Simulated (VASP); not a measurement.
# Cs in VASP: a series of runs

Runs on Cs. Level: PBE. Tasks: single point.

Program: VASP 6.6.1. These are calculated values, not measurements. Logs are shortened: lines on timing, memory, paths and dates and some standing lists are left out, and cuts for length are marked.

### 1 The cell of the first run

The cell holds a slab with vacuum, 1 atom: a = 5.330 Å, b = 5.330 Å, c = 7.000 Å, α = 90.00°, β = 90.00°, γ = 109.47°.

### 2 Single point, PBE

The input, INCAR:

```
SYSTEM = Cs
ALGO     = Normal         ! electronic algorithm
DIPOL    = 0.5 0.5 0.500
EDIFF    = 1E-7           ! SCF threshold, eV
ENCUT    = 520            ! plane-wave cutoff, eV
GGA      = PE             ! functional
IDIPOL   = 3            
ISIF     = 2              ! what is computed and relaxed
ISMEAR   = -1             ! smearing method
LASPH    = .TRUE.         ! aspherical terms in the spheres
LCHARG   = .FALSE.        ! write CHGCAR
LDIPOL   = .TRUE.       
LREAL    = .FALSE.        ! projectors in reciprocal space
LWAVE    = .FALSE.        ! write WAVECAR
NBANDS   = 10             ! bands
NELM     = 100            ! most SCF steps
PREC     = Accurate       ! precision mode
SIGMA    = 0.08           ! smearing width, eV
```

The input, KPOINTS:

```
k-points
0
G
  7 7 1
  0 0 0
```

The input, POSCAR:

```
Cs
1.0
    5.3297906112      0.0000000000      0.0000000000
   -1.7765968704      5.0249747780      0.0000000000
    0.0000000000      0.0000000000      7.0000000000
Cs
1
Direct
    0.0000000000      0.0000000000      0.5000000000
```

Potentials or basis: VASP PAW PBE potentials, release 64 (Cs_sv).

Command:

```sh
cat potpaw_PBE.64/Cs_sv/POTCAR > POTCAR
mpirun -np 1 vasp_std > vasp.out
```

OUTCAR:

```text
SYSTEM = Cs
   EDIFF = 1E-7
   ENCUT = 520
   GGA = PE
   ISIF = 2
   ISMEAR = -1
   LASPH = .TRUE.
   LREAL = .FALSE.
   NELM = 100
   PREC = Accurate

 ion  position               nearest neighbor table
   1  0.000  0.000  0.500-

  LATTYP: Found a base centered orthorhombic cell.
 ALAT       =     6.1543120882
 B/A-ratio  =     1.4142135624
 C/A-ratio  =     1.1374138815

  Lattice vectors:

 A1 = (   5.3297906112,   0.0000000000,   0.0000000000)
 A2 = (  -1.7765968704,   5.0249747780,   0.0000000000)
 A3 = (   0.0000000000,   0.0000000000,   7.0000000000)

Analysis of symmetry for initial positions (statically):
=====================================================================
 Subroutine PRICEL returns:
 Original cell was already a primitive cell.

 Routine SETGRP: Setting up the symmetry group for a
 base centered orthorhombic supercell.

 Subroutine GETGRP returns: Found  8 space group operations
 (whereof  8 operations were pure point group operations)
 out of a pool of  8 trial point group operations.

The static configuration has the point symmetry D_2h.

Analysis of symmetry for dynamics (positions and initial velocities):
=====================================================================
 Subroutine PRICEL returns:
 Original cell was already a primitive cell.

 Routine SETGRP: Setting up the symmetry group for a
 base centered orthorhombic supercell.

 Subroutine GETGRP returns: Found  8 space group operations
 (whereof  8 operations were pure point group operations)
 out of a pool of  8 trial point group operations.

The dynamic configuration has the point symmetry D_2h.

 Subroutine INISYM returns: Found  8 space group operations
 (whereof  8 operations are pure point group operations),
 and found     1 'primitive' translations

----------------------------------------------------------------------------------------

                                     Primitive cell

  volume of cell :     187.4744

  direct lattice vectors                    reciprocal lattice vectors
     5.329790611  0.000000000  0.000000000     0.187624632  0.066335325  0.000000000
    -1.776596870  5.024974778  0.000000000     0.000000000  0.199005974  0.000000000
     0.000000000  0.000000000  7.000000000     0.000000000  0.000000000  0.142857143

  length of vectors
     5.329790611  5.329790611  7.000000000     0.199005974  0.199005974  0.142857143

  position of ions in fractional coordinates (direct lattice)
     0.000000000  0.000000000  0.500000000

  ion indices of the primitive-cell ions
   primitive index   ion index
                 1           1

----------------------------------------------------------------------------------------

 KPOINTS: k-points

Automatic generation of k-mesh.
 Grid dimensions read from file:
 generate k-points for:    7    7    1

 Generating k-lattice:

  Cartesian coordinates                     Fractional coordinates (reciprocal lattice)
     0.026803519  0.009476475  0.000000000     0.142857143  0.000000000  0.000000000
     0.000000000  0.028429425  0.000000000     0.000000000  0.142857143  0.000000000
     0.000000000  0.000000000  0.142857143     0.000000000  0.000000000  1.000000000

  Length of vectors
     0.028429425  0.028429425  0.142857143

  Shift w.r.t. Gamma in fractional coordinates (k-lattice)
     0.000000000  0.000000000  0.000000000

 Subroutine IBZKPT returns following result:
 ===========================================

 Found     16 irreducible k-points:

 Following reciprocal coordinates:
            Coordinates               Weight
  0.000000  0.000000  0.000000      1.000000
  0.142857 -0.000000  0.000000      4.000000
  0.285714  0.000000  0.000000      4.000000
  0.428571  0.000000  0.000000      4.000000
  0.142857  0.142857  0.000000      2.000000
  0.285714  0.142857  0.000000      4.000000
[... 8 lines left out ...]
  0.428571  0.428571  0.000000      2.000000
 -0.428571  0.428571  0.000000      2.000000
   k-points           NKPTS =     16   k-points in BZ     NKDIM =     16   number of bands    NBANDS=     10
   number of dos      NEDOS =    301   number of ions     NIONS =      1
   total plane-waves  NPLWV =  86400
   dimension x,y,z NGX =    40 NGY =   40 NGZ =   54
   dimension x,y,z NGXF=    80 NGYF=   80 NGZF=  108
   ions per type =               1
   NGX,Y,Z   is equivalent  to a cutoff of  12.48, 12.48, 12.82 a.u.
   NGXF,Y,Z  is equivalent  to a cutoff of  24.95, 24.95, 25.65 a.u.
 SYSTEM =  Cs
   PREC   = accura    normal or accurate (medium, high low for compatibility)
   ISTART =      0    job   : 0-new  1-cont  2-samecut
   ICHARG =      2    charge: 1-file 2-atom 10-const
   ISPIN  =      1    spin polarized calculation?
   LNONCOLLINEAR =      F non collinear calculations
   LSORBIT =      F    spin-orbit coupling
   LASPH  =      T    aspherical Exc in radial PAW
   ENCUT  =  520.0 eV  38.22 Ry    6.18 a.u.   9.91  9.91 13.02*2*pi/ulx,y,z
   NELM   =    100;   NELMIN=  2; NELMDL= -5     # of ELM steps
   EDIFF  = 0.1E-06   stopping-criterion for ELM
   LREAL  =      F    real-space projection
   EDIFFG = 0.1E-05   stopping-criterion for IOM
   NSW    =      0    number of steps for IOM
   IBRION =     -1    ionic relax: 0-MD 1-quasi-New 2-CG
   NFREE  =      0    steps in history (QN), initial steepest desc. (CG)
   ISIF   =      2    stress and relaxation
   ISYM   =      2    0-nonsym 1-usesym 2-fastsym
   POTIM  = 0.5000    time-step for ionic-motion
   TEBEG  =    0.0;   TEEND  =   0.0 temperature during run
   PSTRESS=    0.0 pullay stress
   NELECT =       9.0000    total number of electrons
   NUPDOWN=      -1.0000    fix difference up-down
   EMIN   =  10.00;   EMAX   =-10.00  energy-range for DOS
   EFERMI =   0.00;   METHOD = LEGACY
   ISMEAR =    -1;   SIGMA  =   0.08  broadening in eV -4-tet -1-fermi 0-gaus
   EFERMI_NEDOS =   21; number of points for ismear=-14 and -15
   IALGO  =     38    algorithm
   IMIX   =      4    mixing-type and parameters
     AMIX     =   0.40;   BMIX     =  1.00
     AMIX_MAG =   1.60;   BMIX_MAG =  1.00
  volume/ion in A,a.u.               =     187.47      1265.14
  Fermi-wavevector in a.u.,A,eV,Ry     =   0.594988  1.124365  4.816611  0.354011
  Thomas-Fermi vector in A             =   1.644781
   LORBIT       =      0    0 simple, 1 ext, 2 COOP (PROOUT), +10 PAW based schemes
   GGA     = PE    functional components
   LHFCALC =     F    Hartree Fock is set to
   AEXX    =    0.0000 exact exchange contribution
   IVDW    =     0    specifies the selected vdW correction
   LEPSILON=     F    determine dielectric tensor
   LRPA    =     F    only Hartree local field effects (RPA)
 non-spin polarized calculation
  energy-cutoff  :      520.00
  volume of cell :      187.47
 maximum number of plane-waves:      5070
   NGX = 19   NGY = 19   NGZ = 27

 number of electron       8.9999999 magnetization

 dipolmoment           0.000000      0.000000     -0.000000 electrons x Angstroem

 Free energy of the ion-electron system (eV)
  ---------------------------------------------------
  ext. energy  EPLUGINS =         0.00000000
  ---------------------------------------------------
  free energy    TOTEN  =        -0.88800603 eV

  energy without entropy =       -0.86367388  energy(sigma->0) =       -0.87583996

 E-fermi :  -0.6856     XC(G=0):  -4.2731

 val. band max:       -0.8331328102   @ k =   0.2857   0.1429   0.0000
 cond. band min:      -0.6151431478   @ k =  -0.4286   0.1429   0.0000
 fundamental gap:      0.2179896624
 Fermi energy:        -0.6855513810

 k-point     1 :       0.0000    0.0000    0.0000
  band No.  band energies     occupation
      1     -24.7627      2.00000
      2     -11.5488      2.00000
      3     -11.5158      2.00000
      4     -11.5062      2.00000
      5      -1.7605      2.00000
      6       0.5986      0.00000
      7       1.2590      0.00000
      8       1.7536      0.00000
      9       2.4505      0.00000
     10       2.8193      0.00000

 k-point     2 :       0.1429   -0.0000    0.0000
  band No.  band energies     occupation
      1     -24.7621      2.00000
      2     -11.5470      2.00000
      3     -11.5294      2.00000
      4     -11.5107      2.00000
      5      -1.6008      1.99998
      6       0.7138      0.00000
      7       1.1801      0.00000
      8       1.6058      0.00000
      9       2.3812      0.00000
     10       2.8994      0.00000

 k-point     3 :       0.2857    0.0000    0.0000
  band No.  band energies     occupation
      1     -24.7608      2.00000
      2     -11.5678      2.00000
      3     -11.5428      2.00000
      4     -11.5126      2.00000
      5      -1.1578      1.99455
      6       0.8299      0.00000
      7       0.9967      0.00000
      8       1.3577      0.00000
      9       2.5918      0.00000
     10       2.8500      0.00000

 k-point     4 :       0.4286    0.0000    0.0000
  band No.  band energies     occupation
      1     -24.7598      2.00000
      2     -11.5986      2.00000
      3     -11.5395      2.00000
      4     -11.5135      2.00000
      5      -0.5511      0.31416
      6       0.3047      0.00001
      7       1.1390      0.00000
      8       1.1995      0.00000
      9       2.6941      0.00000
     10       2.8113      0.00000

 k-point     5 :       0.1429    0.1429    0.0000
  band No.  band energies     occupation
      1     -24.7614      2.00000
      2     -11.5448      2.00000
      3     -11.5364      2.00000
      4     -11.5260      2.00000
      5      -1.3456      1.99948
      6       0.8829      0.00000
      7       0.9703      0.00000
      8       1.4938      0.00000
      9       2.5763      0.00000
     10       2.7247      0.00000

 k-point     6 :       0.2857    0.1429    0.0000
  band No.  band energies     occupation
      1     -24.7602      2.00000
      2     -11.5696      2.00000
      3     -11.5407      2.00000
      4     -11.5314      2.00000
      5      -0.8331      1.72702
      6       0.7120      0.00000
      7       1.0926      0.00000
      8       1.3656      0.00000
      9       2.3161      0.00000
     10       2.5588      0.00000
[... 79 lines left out ...]
 k-point    13 :      -0.4286    0.2857    0.0000
  band No.  band energies     occupation
      1     -24.7583      2.00000
      2     -11.5968      2.00000
      3     -11.5496      2.00000
      4     -11.5356      2.00000
      5      -0.4833      0.14787
      6       0.6608      0.00000
      7       1.3401      0.00000
      8       1.3536      0.00000
      9       2.1501      0.00000
     10       2.1968      0.00000

 k-point    14 :      -0.2857    0.2857    0.0000
  band No.  band energies     occupation
      1     -24.7593      2.00000
      2     -11.5736      2.00000
      3     -11.5437      2.00000
      4     -11.5387      2.00000
      5      -0.9554      1.93368
      6       0.9377      0.00000
      7       1.3100      0.00000
      8       1.3928      0.00000
      9       1.9884      0.00000
     10       2.3894      0.00000

 k-point    15 :       0.4286    0.4286    0.0000
  band No.  band energies     occupation
      1     -24.7574      2.00000
      2     -11.6095      2.00000
      3     -11.5627      2.00000
      4     -11.5328      2.00000
      5       0.0388      0.00023
      6       0.6268      0.00000
      7       0.9894      0.00000
      8       1.3599      0.00000
      9       2.0017      0.00000
     10       2.4977      0.00000

 k-point    16 :      -0.4286    0.4286    0.0000
  band No.  band energies     occupation
      1     -24.7575      2.00000
      2     -11.6098      2.00000
      3     -11.5591      2.00000
      4     -11.5331      2.00000
      5      -0.2274      0.00649
      6       0.6341      0.00000
      7       1.2708      0.00000
      8       1.3064      0.00000
      9       2.2059      0.00000
     10       2.6064      0.00000

------------------------ aborting loop because EDIFF is reached ----------------------------------------

 vacuum level on the upper side and lower side of the slab       (xc-potential included)        -2.853        -2.853

  FORCE on cell =-STRESS in cart. coord.  units (eV):
  Direction    XX          YY          ZZ          XY          YZ          ZX
  --------------------------------------------------------------------------------------
  -------------------------------------------------------------------------------------
  Total       -0.0694269     -0.1167089     -0.9335864     -0.0668669      0.0000000      0.0000000
  in kB       -0.5933299     -0.9974072     -7.9785324     -0.5714516      0.0000000      0.0000000
  external PRESSURE =      -3.1897565 kB  Pullay stress =       0.0000000 kB

 VOLUME and BASIS-vectors are now :
 -----------------------------------------------------------------------------
  energy-cutoff  :      520.00
  volume of cell :      187.47
      direct lattice vectors                 reciprocal lattice vectors
     5.329790611  0.000000000  0.000000000     0.187624632  0.066335325  0.000000000
    -1.776596870  5.024974778  0.000000000     0.000000000  0.199005974  0.000000000
     0.000000000  0.000000000  7.000000000     0.000000000  0.000000000  0.142857143

 POSITION                                       TOTAL-FORCE (eV/Angst)
 -----------------------------------------------------------------------------------
      0.00000      0.00000      3.50000         0.000000      0.000000      0.000000
 -----------------------------------------------------------------------------------
    total drift:                               -0.000000     -0.000000      0.000000

  FREE ENERGIE OF THE ION-ELECTRON SYSTEM (eV)
  ---------------------------------------------------
  free  energy   TOTEN  =        -0.8880060327 eV

  energy  without entropy=       -0.8636738831  energy(sigma->0) =       -0.87583996

 vacuum level on the upper side and lower side of the slab        -0.783        -0.783
```

It took 33 s on 1 thread of Intel Xeon Platinum 8259CL at 2.50GHz (Skylake/Cascade Lake), shared host; peak memory 0.27 GiB.

Results:

* Free energy: -0.8880 eV
* Band gap on the k mesh: zero (an odd number of electrons rules out a gap without spin polarisation)

Caveat: spin-orbit coupling is left out, which moves the levels of the heavy elements.

(Part 1 of 2 ends here.)
